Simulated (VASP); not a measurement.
# NbAs in VASP: notebook

The runs below take NbAs through single point, with LDA, PBE.

Everything below comes from runs of VASP 6.6.1. Logs are shortened: lines on timing, memory, paths and dates and some standing lists are left out, and cuts for length are marked.

## (1) The cell of the first run

The cell holds a slab with vacuum, 8 atoms: a = 3.473 Å, b = 3.473 Å, c = 24.773 Å, α = 90.00°, β = 90.00°, γ = 90.00°.

## (2) Single point, LDA

File INCAR:

```
SYSTEM = NbAs
  PREC = Accurate
  ENCUT = 520
  EDIFF = 1E-6
  ISMEAR = 0
  SIGMA = 0.1
  LREAL = .FALSE.
  LASPH = .TRUE.
  NELM = 80
  ALGO = Normal
  ISIF = 2
  LWAVE = .FALSE.
  LCHARG = .FALSE.
  LDIPOL = .TRUE.
  IDIPOL = 3
  DIPOL = 0.5 0.5 0.500
  GGA = CA
  NBANDS = 46
```

File KPOINTS:

```
regular mesh
0
G
  10 10 1
  0 0 0
```

File POSCAR:

```
NbAs
1.0
    3.4734820522      0.0000000000      0.0000000000
    0.0000000000      3.4734820522      0.0000000000
    0.0000000000      0.0000000000     24.7728719669
As Nb
4 4
Direct
    0.0000000000      0.0000000000      0.3027505253
    0.5000000000      0.0000000000      0.4213193810
    0.5000000000      0.5000000000      0.5398882367
    0.0000000000      0.5000000000      0.6584570925
    0.5000000000      0.5000000000      0.3415429075
    0.0000000000      0.5000000000      0.4601117633
    0.0000000000      0.0000000000      0.5786806190
    0.5000000000      0.0000000000      0.6972494747
```

Potentials or basis: VASP PAW LDA potentials, release 64 (As, Nb_sv).

Launch:

```
$ cat potpaw_LDA.64/As/POTCAR potpaw_LDA.64/Nb_sv/POTCAR > POTCAR
$ mpirun -np 1 vasp_std > vasp.out
```

OUTCAR:

```text
SYSTEM = NbAs
   PREC = Accurate
   ENCUT = 520
   EDIFF = 1E-6
   ISMEAR = 0
   LREAL = .FALSE.
   LASPH = .TRUE.
   NELM = 80
   ISIF = 2
   GGA = CA

 ion  position               nearest neighbor table
   1  0.000  0.000  0.303-   5 2.64   5 2.64   5 2.64   5 2.64
   2  0.500  0.000  0.421-   5 2.63   5 2.63   6 2.64   6 2.64   6 2.64   6 2.64
   3  0.500  0.500  0.540-   6 2.63   6 2.63   7 2.64   7 2.64   7 2.64   7 2.64
   4  0.000  0.500  0.658-   7 2.63   7 2.63   8 2.64   8 2.64   8 2.64   8 2.64
   5  0.500  0.500  0.342-   2 2.63   2 2.63   1 2.64   1 2.64   1 2.64   1 2.64
   6  0.000  0.500  0.460-   3 2.63   3 2.63   2 2.64   2 2.64   2 2.64   2 2.64
   7  0.000  0.000  0.579-   4 2.63   4 2.63   3 2.64   3 2.64   3 2.64   3 2.64
   8  0.500  0.000  0.697-   4 2.64   4 2.64   4 2.64   4 2.64

  LATTYP: Found a simple tetragonal cell.
 ALAT       =     3.4734820522
 C/A-ratio  =     7.1319994157

  Lattice vectors:

 A1 = (   3.4734820522,   0.0000000000,   0.0000000000)
 A2 = (   0.0000000000,   3.4734820522,   0.0000000000)
 A3 = (   0.0000000000,   0.0000000000,  24.7728719669)

Analysis of symmetry for initial positions (statically):
=====================================================================
 Subroutine PRICEL returns:
 Original cell was already a primitive cell.

 Routine SETGRP: Setting up the symmetry group for a
 simple tetragonal supercell.

 Subroutine GETGRP returns: Found  4 space group operations
 (whereof  4 operations were pure point group operations)
 out of a pool of 16 trial point group operations.

The static configuration has the point symmetry C_2v.

Analysis of symmetry for dynamics (positions and initial velocities):
=====================================================================
 Subroutine PRICEL returns:
 Original cell was already a primitive cell.

 Routine SETGRP: Setting up the symmetry group for a
 simple tetragonal supercell.

 Subroutine GETGRP returns: Found  4 space group operations
 (whereof  4 operations were pure point group operations)
 out of a pool of 16 trial point group operations.

The dynamic configuration has the point symmetry C_2v.

 Subroutine INISYM returns: Found  4 space group operations
 (whereof  4 operations are pure point group operations),
 and found     1 'primitive' translations

[... 119 lines left out ...]
   EMIN   =  10.00;   EMAX   =-10.00  energy-range for DOS
   EFERMI =   0.00;   METHOD = LEGACY
   ISMEAR =     0;   SIGMA  =   0.10  broadening in eV -4-tet -1-fermi 0-gaus
   EFERMI_NEDOS =   21; number of points for ismear=-14 and -15
   IALGO  =     38    algorithm
   IMIX   =      4    mixing-type and parameters
     AMIX     =   0.40;   BMIX     =  1.00
     AMIX_MAG =   1.60;   BMIX_MAG =  1.00
  volume/ion in A,a.u.               =      37.36       252.12
  Fermi-wavevector in a.u.,A,eV,Ry     =   1.018631  1.924933 14.117526  1.037609
  Thomas-Fermi vector in A             =   2.152099
   LORBIT       =      0    0 simple, 1 ext, 2 COOP (PROOUT), +10 PAW based schemes
   GGA     = CA    functional components
   LHFCALC =     F    Hartree Fock is set to
   AEXX    =    0.0000 exact exchange contribution
   IVDW    =     0    specifies the selected vdW correction
   LEPSILON=     F    determine dielectric tensor
   LRPA    =     F    only Hartree local field effects (RPA)
 non-spin polarized calculation
 Gauss-broadening in eV      SIGMA  =   0.10
  energy-cutoff  :      520.00
  volume of cell :      298.89
 maximum number of plane-waves:      8157
 NGX is ok and might be reduce to    28
   NGX = 13   NGY = 13   NGZ = 93

 dipolmoment           0.000000      0.000000      0.068750 electrons x Angstroem

 number of electron      72.0000003 magnetization

 dipolmoment           0.000000      0.000000     -0.065545 electrons x Angstroem

 Free energy of the ion-electron system (eV)
  ---------------------------------------------------
  ext. energy  EPLUGINS =         0.00000000
  ---------------------------------------------------
  free energy    TOTEN  =       -68.99263266 eV

  energy without entropy =      -68.95808565  energy(sigma->0) =      -68.97535915

 E-fermi :   1.9120     XC(G=0):  -6.4731

 val. band max:        1.9023412462   @ k =   0.0000   0.5000   0.0000
 cond. band min:       1.9161997639   @ k =  -0.1000   0.4000   0.0000
 fundamental gap:      0.0138585177
 Fermi energy:         1.9120189524

 k-point     1 :       0.0000    0.0000    0.0000
  band No.  band energies     occupation
      1     -52.9751      2.00000
      2     -52.8643      2.00000
      3     -52.8568      2.00000
      4     -52.7916      2.00000
      5     -29.2594      2.00000
      6     -29.2127      2.00000
[... 1165 lines left out ...]
     45       4.7471      0.00000
     46       4.9360      0.00000

 [... further k-points ...]

------------------------ aborting loop because EDIFF is reached ----------------------------------------

 vacuum level on the upper side and lower side of the slab       (xc-potential included)        -0.666         0.302

  FORCE on cell =-STRESS in cart. coord.  units (eV):
  Direction    XX          YY          ZZ          XY          YZ          ZX
  --------------------------------------------------------------------------------------
  -------------------------------------------------------------------------------------
  Total      -10.9358109    -10.4866524     -6.4233035      0.0000000      0.0000000      0.0000000
  in kB      -58.6212531    -56.2135453    -34.4320235      0.0000000      0.0000000      0.0000000
  external PRESSURE =     -49.7556073 kB  Pullay stress =       0.0000000 kB

 VOLUME and BASIS-vectors are now :
 -----------------------------------------------------------------------------
  energy-cutoff  :      520.00
  volume of cell :      298.89
      direct lattice vectors                 reciprocal lattice vectors
     3.473482052  0.000000000  0.000000000     0.287895543  0.000000000  0.000000000
     0.000000000  3.473482052  0.000000000     0.000000000  0.287895543  0.000000000
     0.000000000  0.000000000 24.772871967     0.000000000  0.000000000  0.040366737

 POSITION                                       TOTAL-FORCE (eV/Angst)
 -----------------------------------------------------------------------------------
      0.00000      0.00000      7.50000         0.000000      0.000000      0.361730
      1.73674      0.00000     10.43729         0.000000      0.000000     -0.078265
      1.73674      1.73674     13.37458         0.000000      0.000000     -0.154100
      0.00000      1.73674     16.31187         0.000000      0.000000      0.753095
      1.73674      1.73674      8.46100         0.000000      0.000000      0.116384
      0.00000      1.73674     11.39829         0.000000      0.000000      0.256763
      0.00000      0.00000     14.33558         0.000000      0.000000      0.245404
      1.73674      0.00000     17.27287         0.000000      0.000000     -1.501010
 -----------------------------------------------------------------------------------
    total drift:                                0.000000     -0.000000      0.000265

  FREE ENERGIE OF THE ION-ELECTRON SYSTEM (eV)
  ---------------------------------------------------
  free  energy   TOTEN  =       -68.9926326572 eV

  energy  without entropy=      -68.9580856466  energy(sigma->0) =      -68.97535915

 vacuum level on the upper side and lower side of the slab         6.077         7.073
```

OSZICAR:

```text
N       E                     dE             d eps       ncg     rms          rms(c)
DAV:   1     0.752267416943E+03    0.75227E+03   -0.36258E+04  3864   0.140E+03
DAV:   2    -0.124268174889E+01   -0.75351E+03   -0.73616E+03  4826   0.566E+02
DAV:   3    -0.677918501177E+02   -0.66549E+02   -0.65776E+02  5208   0.126E+02
[... 20 lines left out ...]
DAV:  24    -0.689926109731E+02   -0.35052E-04   -0.20953E-06  2896   0.411E-03    0.161E-03
DAV:  25    -0.689926223858E+02   -0.11413E-04   -0.48911E-07  2656   0.338E-03    0.947E-04
DAV:  26    -0.689926308755E+02   -0.84897E-05   -0.65325E-07  2688   0.295E-03    0.398E-04
DAV:  27    -0.689926321757E+02   -0.13002E-05   -0.13073E-07  2304   0.240E-03    0.271E-04
DAV:  28    -0.689926326572E+02   -0.48151E-06   -0.78843E-08  2304   0.176E-03
   1 F= -.68992633E+02 E0= -.68975359E+02  d E =-.345470E-01
```

It took 11 min on 1 thread of AMD EPYC 9R45 (Zen 5), shared host; peak memory 0.52 GiB.

Results:

| Quantity | Value |
| --- | --- |
| Free energy | -68.9926 eV |
| Largest force | 1.501 eV/Å |
| Band gap on the k mesh | zero (bands 36 and 37 overlap by 1.03 eV) |

Forces on the atoms (eV/Å):
```
As   0.000  0.000  0.362
As   0.000  0.000 -0.078
As   0.000  0.000 -0.154
As   0.000  0.000  0.753
Nb   0.000  0.000  0.116
Nb   0.000  0.000  0.257
Nb   0.000  0.000  0.245
Nb   0.000  0.000 -1.501
```

## (3) Single point, PBE

File INCAR:

```
SYSTEM = NbAs
ALGO     = Normal         ! electronic algorithm
DIPOL    = 0.5 0.5 0.500
EDIFF    = 1E-6           ! SCF threshold, eV
ENCUT    = 520            ! plane-wave cutoff, eV
GGA      = PE             ! functional
IDIPOL   = 3            
ISIF     = 2              ! what is computed and relaxed
ISMEAR   = 0              ! smearing method
LASPH    = .True.         ! aspherical terms in the spheres
LCHARG   = .False.        ! write CHGCAR
LDIPOL   = .True.       
LREAL    = .False.        ! projectors in reciprocal space
LWAVE    = .False.        ! write WAVECAR
NBANDS   = 46             ! bands
NELM     = 100            ! most SCF steps
PREC     = Accurate       ! precision mode
SIGMA    = 0.5            ! smearing width, eV
```

File KPOINTS:

```
k-points
0
Gamma
  10 10 1
  0 0 0
```

POSCAR is that of step 2.

Potentials or basis: VASP PAW PBE potentials, release 64 (As, Nb_sv).

Launch:

```
$ cat potpaw_PBE.64/As/POTCAR potpaw_PBE.64/Nb_sv/POTCAR > POTCAR
$ mpirun -np 1 vasp_std > vasp.out
```

Run time: 11 min. Hardware: 1 thread of AMD EPYC 9R45 (Zen 5), shared host; peak memory 0.6 GiB.

The run converged. Its results:

```
Free energy            : -62.3750 eV
Largest force          : 1.073 eV/Å
Band gap on the k mesh : zero (bands 36 and 37 overlap by 1.01 eV)
```

Forces on the atoms (eV/Å):
```
As   0.000  0.000 -0.223
As   0.000  0.000 -0.092
As   0.000  0.000 -0.119
As   0.000  0.000  0.884
Nb   0.000  0.000  0.125
Nb   0.000  0.000  0.208
Nb   0.000  0.000  0.290
Nb   0.000  0.000 -1.073
```

Levels at points of the mesh, in eV from the Fermi level:
| k point | band 34 | band 35 | band 36 | band 37 | band 38 | band 39 |
| --- | --- | --- | --- | --- | --- | --- |
| (0.00, 0.00, 0.00) | -1.00 | -0.31 | -0.25 | -0.15 | 0.77 | 0.94 |
| (0.50, 0.00, 0.00) | -0.89 | 0.02 | 0.05 | 0.27 | 0.48 | 0.75 |
| (0.00, 0.50, 0.00) | -0.66 | -0.06 | 0.03 | 0.13 | 0.17 | 0.30 |
| (0.50, 0.50, 0.00) | -0.54 | -0.52 | 0.80 | 0.84 | 1.50 | 1.99 |

Caveat: so wide a smearing shifts energies and pressures.
